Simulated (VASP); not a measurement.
# Al3B2P in VASP: a series of runs

Runs on Al3B2P. Level: PBE. Tasks: single point, relaxation of cell and atoms.

Program: VASP 6.6.1. These are calculated values, not measurements. Logs are shortened: lines on timing, memory, paths and dates and some standing lists are left out, and cuts for length are marked.

**1. The cell of the first run**

It takes space group P6/mmm (No. 191, hexagonal). The conventional cell has a = 6.106 Å, b = 6.106 Å, c = 2.598 Å, α = 90.00°, β = 90.00°, γ = 120.00°. Within 2.9 Å of Al (site symmetry mmm) lie 4 B at 2.19 Å and 2 Al at 2.60 Å. B (site symmetry -6m2) has 6 Al at 2.19 Å and 2 B at 2.60 Å within 2.9 Å. P (site symmetry 6/mmm) has 2 P at 2.60 Å and 12 Al at 3.32 Å within 3.4 Å.

**2. Single point, PBE**

Input file INCAR:

```
SYSTEM = Al3B2P
PREC     = Accurate       ! precision mode
ENCUT    = 520            ! plane-wave cutoff, eV
EDIFF    = 1E-7           ! SCF threshold, eV
ISMEAR   = 0              ! smearing method
SIGMA    = 0.1            ! smearing width, eV
LREAL    = .FALSE.        ! projectors in reciprocal space
LASPH    = .TRUE.         ! aspherical terms in the spheres
NELM     = 100            ! most SCF steps
ALGO     = Normal         ! electronic algorithm
ISIF     = 2              ! what is computed and relaxed
LWAVE    = .FALSE.        ! write WAVECAR
LCHARG   = .TRUE.         ! write CHGCAR
GGA      = PE             ! functional
LELF     = .TRUE.         ! ELF
LVHAR    = .TRUE.       
NBANDS   = 19             ! bands
```

Input file KPOINTS:

```
Automatic mesh
0
G
  6 6 14
  0 0 0
```

Input file POSCAR:

```
Al3B2P
1.0
    6.1059519841      0.0000000000      0.0000000000
   -3.0529759921      5.2879095325      0.0000000000
    0.0000000000      0.0000000000      2.5983639827
Al B P
3 2 1
Direct
    0.5000000000      0.5000000000      0.5000000000
    0.0000000000      0.5000000000      0.5000000000
    0.5000000000      0.0000000000      0.5000000000
    0.3333333333      0.6666666667      0.0000000000
    0.6666666667      0.3333333333      0.0000000000
    0.0000000000      0.0000000000      0.0000000000
```

Potentials or basis: VASP PAW PBE potentials, release 64 (Al, B, P).

The run is started by

```bash
$ cat potpaw_PBE.64/Al/POTCAR potpaw_PBE.64/B/POTCAR potpaw_PBE.64/P/POTCAR > POTCAR
$ mpirun -np 1 vasp_std > vasp.out
```

OUTCAR:

```text
SYSTEM = Al3B2P
   PREC = Accurate
   ENCUT = 520
   EDIFF = 1E-7
   ISMEAR = 0
   LREAL = .FALSE.
   LASPH = .TRUE.
   NELM = 100
   ISIF = 2
   GGA = PE

 ion  position               nearest neighbor table
   1  0.500  0.500  0.500-   4 2.19   5 2.19   4 2.19   5 2.19   2 3.05   2 3.05   3 3.05   3 3.05

   2  0.000  0.500  0.500-   4 2.19   5 2.19   4 2.19   5 2.19   3 3.05   3 3.05   1 3.05   1 3.05

   3  0.500  0.000  0.500-   4 2.19   5 2.19   4 2.19   5 2.19   2 3.05   2 3.05   1 3.05   1 3.05

   4  0.333  0.667  0.000-   2 2.19   2 2.19   3 2.19   3 2.19   1 2.19   1 2.19
   5  0.667  0.333  0.000-   2 2.19   2 2.19   3 2.19   3 2.19   1 2.19   1 2.19
   6  0.000  0.000  0.000-

  LATTYP: Found a hexagonal cell.
 ALAT       =     6.1059519841
 C/A-ratio  =     0.4255460884

  Lattice vectors:

 A1 = (   6.1059519841,   0.0000000000,   0.0000000000)
 A2 = (  -3.0529759921,   5.2879095325,   0.0000000000)
 A3 = (   0.0000000000,   0.0000000000,   2.5983639827)

Analysis of symmetry for initial positions (statically):
=====================================================================
 Subroutine PRICEL returns:
 Original cell was already a primitive cell.

 Routine SETGRP: Setting up the symmetry group for a
 hexagonal supercell.

 Subroutine GETGRP returns: Found 24 space group operations
 (whereof 24 operations were pure point group operations)
 out of a pool of 24 trial point group operations.

The static configuration has the point symmetry D_6h.

Analysis of symmetry for dynamics (positions and initial velocities):
=====================================================================
 Subroutine PRICEL returns:
 Original cell was already a primitive cell.

 Routine SETGRP: Setting up the symmetry group for a
 hexagonal supercell.

 Subroutine GETGRP returns: Found 24 space group operations
 (whereof 24 operations were pure point group operations)
 out of a pool of 24 trial point group operations.

The dynamic configuration has the point symmetry D_6h.

 Subroutine INISYM returns: Found 24 space group operations
 (whereof 24 operations are pure point group operations),
 and found     1 'primitive' translations

----------------------------------------------------------------------------------------

                                     Primitive cell

  volume of cell :      83.8953

  direct lattice vectors                    reciprocal lattice vectors
     6.105951984  0.000000000  0.000000000     0.163774626  0.094555324  0.000000000
    -3.052975992  5.287909532  0.000000000     0.000000000  0.189110648  0.000000000
     0.000000000  0.000000000  2.598363983     0.000000000  0.000000000  0.384857551

  length of vectors
     6.105951984  6.105951984  2.598363983     0.189110648  0.189110648  0.384857551

  position of ions in fractional coordinates (direct lattice)
     0.500000000  0.500000000  0.500000000
     0.000000000  0.500000000  0.500000000
     0.500000000  0.000000000  0.500000000
     0.333333333  0.666666667  0.000000000
     0.666666667  0.333333333  0.000000000
     0.000000000  0.000000000  0.000000000

  ion indices of the primitive-cell ions
   primitive index   ion index
                 1           1
                 2           2
                 3           3
                 4           4
                 5           5
                 6           6

----------------------------------------------------------------------------------------

 KPOINTS: Automatic mesh

Automatic generation of k-mesh.
 Grid dimensions read from file:
 generate k-points for:    6    6   14

 Generating k-lattice:

  Cartesian coordinates                     Fractional coordinates (reciprocal lattice)
     0.027295771  0.015759221  0.000000000     0.166666667  0.000000000  0.000000000
     0.000000000  0.031518441  0.000000000     0.000000000  0.166666667  0.000000000
     0.000000000  0.000000000  0.027489825     0.000000000  0.000000000  0.071428571

  Length of vectors
     0.031518441  0.031518441  0.027489825

  Shift w.r.t. Gamma in fractional coordinates (k-lattice)
     0.000000000  0.000000000  0.000000000

 Subroutine IBZKPT returns following result:
 ===========================================

 Found     56 irreducible k-points:

 Following reciprocal coordinates:
            Coordinates               Weight
  0.000000  0.000000  0.000000      1.000000
  0.166667  0.000000  0.000000      6.000000
  0.333333 -0.000000  0.000000      6.000000
  0.500000 -0.000000  0.000000      3.000000
  0.166667  0.166667  0.000000      6.000000
  0.333333  0.166667  0.000000     12.000000
[... 16 lines left out ...]
  0.166667  0.000000  0.214286     12.000000
  0.333333 -0.000000  0.214286     12.000000
 [... further k-points ...]
   k-points           NKPTS =     56   k-points in BZ     NKDIM =     56   number of bands    NBANDS=     19
   number of dos      NEDOS =    301   number of ions     NIONS =      6
   total plane-waves  NPLWV =  46080
   dimension x,y,z NGX =    48 NGY =   48 NGZ =   20
   dimension x,y,z NGXF=    96 NGYF=   96 NGZF=   40
   ions per type =               3   2   1
   NGX,Y,Z   is equivalent  to a cutoff of  13.07, 13.07, 12.80 a.u.
   NGXF,Y,Z  is equivalent  to a cutoff of  26.14, 26.14, 25.59 a.u.
 SYSTEM =  Al3B2P
   PREC   = accura    normal or accurate (medium, high low for compatibility)
   ISTART =      0    job   : 0-new  1-cont  2-samecut
   ICHARG =      2    charge: 1-file 2-atom 10-const
   ISPIN  =      1    spin polarized calculation?
   LNONCOLLINEAR =      F non collinear calculations
   LSORBIT =      F    spin-orbit coupling
   LASPH  =      T    aspherical Exc in radial PAW
   ENCUT  =  520.0 eV  38.22 Ry    6.18 a.u.  11.35 11.35  4.83*2*pi/ulx,y,z
   NELM   =    100;   NELMIN=  2; NELMDL= -5     # of ELM steps
   EDIFF  = 0.1E-06   stopping-criterion for ELM
   LREAL  =      F    real-space projection
   EDIFFG = 0.1E-05   stopping-criterion for IOM
   NSW    =      0    number of steps for IOM
   IBRION =     -1    ionic relax: 0-MD 1-quasi-New 2-CG
   NFREE  =      0    steps in history (QN), initial steepest desc. (CG)
   ISIF   =      2    stress and relaxation
   ISYM   =      2    0-nonsym 1-usesym 2-fastsym
   POTIM  = 0.5000    time-step for ionic-motion
   TEBEG  =    0.0;   TEEND  =   0.0 temperature during run
   PSTRESS=    0.0 pullay stress
   NELECT =      20.0000    total number of electrons
   NUPDOWN=      -1.0000    fix difference up-down
   EMIN   =  10.00;   EMAX   =-10.00  energy-range for DOS
   EFERMI =   0.00;   METHOD = LEGACY
   ISMEAR =     0;   SIGMA  =   0.10  broadening in eV -4-tet -1-fermi 0-gaus
   EFERMI_NEDOS =   21; number of points for ismear=-14 and -15
   IALGO  =     38    algorithm
   IMIX   =      4    mixing-type and parameters
     AMIX     =   0.40;   BMIX     =  1.00
     AMIX_MAG =   1.60;   BMIX_MAG =  1.00
  volume/ion in A,a.u.               =      13.98        94.36
  Fermi-wavevector in a.u.,A,eV,Ry     =   1.015093  1.918247 14.019622  1.030413
  Thomas-Fermi vector in A             =   2.148358
   LORBIT       =      0    0 simple, 1 ext, 2 COOP (PROOUT), +10 PAW based schemes
   GGA     = PE    functional components
   LHFCALC =     F    Hartree Fock is set to
   AEXX    =    0.0000 exact exchange contribution
   IVDW    =     0    specifies the selected vdW correction
   LEPSILON=     F    determine dielectric tensor
   LRPA    =     F    only Hartree local field effects (RPA)
 non-spin polarized calculation
 Gauss-broadening in eV      SIGMA  =   0.10
  energy-cutoff  :      520.00
  volume of cell :       83.90
 maximum number of plane-waves:      2296
 NGX is ok and might be reduce to    48
   NGX = 23   NGY = 23   NGZ =  9

 number of electron      20.0000001 magnetization

 Free energy of the ion-electron system (eV)
  ---------------------------------------------------
  ext. energy  EPLUGINS =         0.00000000
  ---------------------------------------------------
  free energy    TOTEN  =       -27.11326615 eV

  energy without entropy =      -27.10705182  energy(sigma->0) =      -27.11015898

 E-fermi :   7.0456     XC(G=0): -10.3506

 val. band max:        7.0401087148   @ k =   0.5000  -0.0000   0.4286
 cond. band min:       7.0749501059   @ k =   0.5000  -0.0000   0.3571
 fundamental gap:      0.0348413911
 Fermi energy:         7.0455550317

 k-point     1 :       0.0000    0.0000    0.0000
  band No.  band energies     occupation
      1      -5.6782      2.00000
      2      -3.3386      2.00000
      3      -2.3300      2.00000
      4      -0.0792      2.00000
      5      -0.0792      2.00000
      6       1.5658      2.00000
[... 11 lines left out ...]
     18      13.4264      0.00000
     19      13.4264      0.00000

 k-point     2 :       0.1667    0.0000    0.0000
  band No.  band energies     occupation
      1      -5.5564      2.00000
      2      -3.4812      2.00000
      3      -2.6745      2.00000
      4      -0.2777      2.00000
      5       0.1918      2.00000
      6       2.0020      2.00000
[... 11 lines left out ...]
     18      13.4926      0.00000
     19      14.2020      0.00000

 k-point     3 :       0.3333   -0.0000    0.0000
  band No.  band energies     occupation
      1      -5.2011      2.00000
      2      -3.9389      2.00000
      3      -3.1497      2.00000
      4      -0.5494      2.00000
      5       0.9491      2.00000
      6       2.9655      2.00000
[... 11 lines left out ...]
     18      14.4635      0.00000
     19      15.4854      0.00000

 k-point     4 :       0.5000   -0.0000    0.0000
  band No.  band energies     occupation
      1      -4.7508      2.00000
      2      -4.4871      2.00000
      3      -3.2924      2.00000
      4      -0.6545      2.00000
      5       1.6790      2.00000
      6       2.7700      2.00000
[... 11 lines left out ...]
     18      15.9561      0.00000
     19      16.0645      0.00000

 k-point     5 :       0.1667    0.1667    0.0000
  band No.  band energies     occupation
      1      -5.3176      2.00000
      2      -3.7226      2.00000
      3      -3.1591      2.00000
      4      -0.2540      2.00000
      5       0.4572      2.00000
      6       2.8622      2.00000
[... 11 lines left out ...]
     18      14.1675      0.00000
     19      14.2112      0.00000
[... 334 lines left out ...]
      2      -3.7361      2.00000
      3      -3.7361      2.00000
      4       0.5605      2.00000
      5       1.9645      2.00000
      6       1.9645      2.00000
[... 11 lines left out ...]
     18      14.2797      0.00000
     19      16.2616      0.00000

 k-point    22 :       0.0000    0.0000    0.2143
  band No.  band energies     occupation
      1      -4.7526      2.00000
      2      -2.4516      2.00000
      3      -1.5339      2.00000
      4       0.8394      2.00000
      5       0.8394      2.00000
      6       2.4809      2.00000
[... 11 lines left out ...]
     18      13.0305      0.00000
     19      13.6854      0.00000

 k-point    23 :       0.1667    0.0000    0.2143
  band No.  band energies     occupation
      1      -4.6322      2.00000
      2      -2.5911      2.00000
      3      -1.8505      2.00000
      4       0.6455      2.00000
      5       1.0832      2.00000
      6       2.9074      2.00000
[... 11 lines left out ...]
     18      12.9471      0.00000
     19      13.6980      0.00000

 k-point    24 :       0.3333   -0.0000    0.2143
  band No.  band energies     occupation
      1      -4.2809      2.00000
      2      -3.0426      2.00000
      3      -2.2967      2.00000
      4       0.3786      2.00000
      5       1.8045      2.00000
      6       3.8492      2.00000
[... 11 lines left out ...]
     18      12.8179      0.00000
     19      14.0642      0.00000

 [... further k-points ...]

------------------------ aborting loop because EDIFF is reached ----------------------------------------

  FORCE on cell =-STRESS in cart. coord.  units (eV):
  Direction    XX          YY          ZZ          XY          YZ          ZX
  --------------------------------------------------------------------------------------
  -------------------------------------------------------------------------------------
  Total       -0.0290410     -0.0290410     -0.0001172      0.0000000      0.0000000     -0.0000000
  in kB       -0.5546069     -0.5546069     -0.0022385      0.0000000      0.0000000     -0.0000000
  external PRESSURE =      -0.3704841 kB  Pullay stress =       0.0000000 kB

 VOLUME and BASIS-vectors are now :
 -----------------------------------------------------------------------------
  energy-cutoff  :      520.00
  volume of cell :       83.90
      direct lattice vectors                 reciprocal lattice vectors
     6.105951984  0.000000000  0.000000000     0.163774626  0.094555324  0.000000000
    -3.052975992  5.287909532  0.000000000     0.000000000  0.189110648  0.000000000
     0.000000000  0.000000000  2.598363983     0.000000000  0.000000000  0.384857551

 POSITION                                       TOTAL-FORCE (eV/Angst)
 -----------------------------------------------------------------------------------
      1.52649      2.64395      1.29918         0.000000      0.000000      0.000000
     -1.52649      2.64395      1.29918         0.000000      0.000000      0.000000
      3.05298      0.00000      1.29918         0.000000      0.000000      0.000000
     -0.00000      3.52527      0.00000        -0.000000      0.000000      0.000000
      3.05298      1.76264      0.00000         0.000000     -0.000000      0.000000
      0.00000      0.00000      0.00000         0.000000      0.000000      0.000000
 -----------------------------------------------------------------------------------
    total drift:                               -0.000000      0.000000      0.000000

  FREE ENERGIE OF THE ION-ELECTRON SYSTEM (eV)
  ---------------------------------------------------
  free  energy   TOTEN  =       -27.1132661532 eV

  energy  without entropy=      -27.1070518165  energy(sigma->0) =      -27.11015898
```

Wall time 31 s (1 thread of Intel Xeon 6975P-C (Granite Rapids), shared host); peak memory 0.24 GiB.

Results:

```yaml
Free_energy: -27.1133 eV
Pressure: 0.0 GPa
Band_gap_on_the_k_mesh: zero (band 10 reaches 10.04 eV, above the bottom of band 11 at 6.26 eV)
```

Levels at points of the mesh, in eV from the Fermi level:
```
           k point  band 8  band 9  band 10  band 11  band 12  band 13
(0.00, 0.00, 0.00)   -0.77   -0.77     2.27     4.02     4.57     5.11
(0.50, 0.00, 0.00)   -2.74   -2.06     0.29     2.97     3.01     4.22
(0.00, 0.00, 0.50)   -3.54   -1.45    -1.45     0.48     0.48     0.87
(0.50, 0.00, 0.50)   -1.73   -0.61    -0.58     0.39     0.57     1.00
```

**3. Relaxation of cell and atoms, PBE**

This run uses another cell than the first one, of 13.07 Å³/atom, 0.934 times its volume.

Input file INCAR:

```
SYSTEM = Al3B2P
PREC = Accurate
ENCUT = 600
EDIFF = 1E-6
ISMEAR = 0
SIGMA = 0.1
LREAL = .FALSE.
LASPH = .TRUE.
NELM = 60
ALGO = Normal
ISIF = 3
LWAVE = .FALSE.
LCHARG = .FALSE.
GGA = PE
IBRION = 2
NSW = 90
EDIFFG = -0.04
```

Input file KPOINTS:

```
Automatic mesh
0
G
  4 4 6
  0 0 0
```

Input file POSCAR:

```
Al3B2P
1.0
    2.7017094700     -4.6846612500      0.0000000000
    2.7017094700      4.6846612500      0.0000000000
   -0.0648729900      0.0000000000      3.0971212000
Al B P
3 2 1
Direct
    0.0000000000      0.5000000000      0.5000000000
    0.5000000000      0.0000000000      0.5000000000
    0.5000000000      0.5000000000      0.5000000000
    0.6670000000      0.3330000000      0.0000000000
    0.3330000000      0.6670000000      0.0000000000
    0.0000000000      0.0000000000      0.0000000000
```

Potentials or basis: VASP PAW PBE potentials, release 64 (Al, B, P).

The run is started by

```bash
$ cat potpaw_PBE.64/Al/POTCAR potpaw_PBE.64/B/POTCAR potpaw_PBE.64/P/POTCAR > POTCAR
$ mpirun -np 1 vasp_std > vasp.out
```

Run time: 51 s. Hardware: 1 thread of Intel Xeon 6975P-C (Granite Rapids), shared host; peak memory 0.27 GiB.

Results (log left out):

```
Free energy                            : -26.1827 eV
Relaxed volume                         : 13.57 Å³/atom
Relaxed cell                           : a = 5.465 Å, b = 5.465 Å, c = 3.148 Å, α = 90.36°, β = 90.36°, γ = 120.01°
Space group after relaxing (to 0.05 Å) : C2/m (No. 12)
Energy gained by relaxing              : 6.9 meV/atom
Ionic steps                            : 4
Pressure after relaxing                : -0.1 GPa
Largest force after relaxing           : 0.010 eV/Å
```

Forces in eV/Å, atoms in the order of the input:
```
Al   0.000  0.000  0.000
Al   0.000  0.000  0.000
Al   0.000  0.000  0.000
B    0.000  0.010  0.000
B    0.000 -0.010  0.000
P    0.000  0.000  0.000
```

Stress tensor (GPa, compression positive):
```
-0.29  0.00  0.38
 0.00 -0.33  0.00
 0.38  0.00  0.34
```

The path:
```
step  energy change (eV)  largest force (eV/Å)  pressure (GPa)  volume (Å³)
   1              0.0000                0.0249            4.16        78.40
   2             -0.0371                0.0135           -1.16        82.31
   3             -0.0402                0.0159           -0.08        81.44
   4             -0.0414                0.0097           -0.09        81.41
```

Final structure:
```xyz
6
Lattice="2.7322 -4.7329 0.0111 2.7322 4.7329 0.0111 -0.0528 0.0000 3.1477" Properties=species:S:1:pos:R:3 pbc="T T T"
Al    4.0718   -2.3664    1.5905
Al    4.0718    2.3664    1.5905
Al    2.7057    0.0000    1.5850
B     2.6793   -1.5791    3.1588
B     2.7322    1.5791    0.0111
P     5.4643    0.0000    0.0222
```

Levels at points of the mesh, in eV from the Fermi level:
```
           k point  band 6  band 7  band 8  band 9  band 10  band 11  band 12  band 13  band 14
(0.00, 0.00, 0.00)   -4.95   -4.94   -0.75    1.09     2.00     2.00     2.49     3.08     5.97
(0.50, 0.00, 0.00)   -2.50   -1.16   -0.89   -0.08    -0.06     0.36     1.96     2.64     4.44
(0.50, 0.50, 0.00)   -2.50   -1.16   -0.90   -0.08    -0.06     0.37     1.96     2.64     4.44
(0.00, 0.00, 0.50)   -3.18   -3.18   -3.13   -2.47    -2.46    -0.29    -0.28    -0.13    -0.12
(0.50, 0.00, 0.50)   -4.46   -4.27   -1.77   -0.96    -0.31     0.69     1.14     1.41     2.05
(0.50, 0.50, 0.50)   -4.47   -4.26   -1.76   -0.95    -0.31     0.69     1.15     1.42     2.06
```

Caveat: the bands computed are all filled at some k points, so no gap is given.
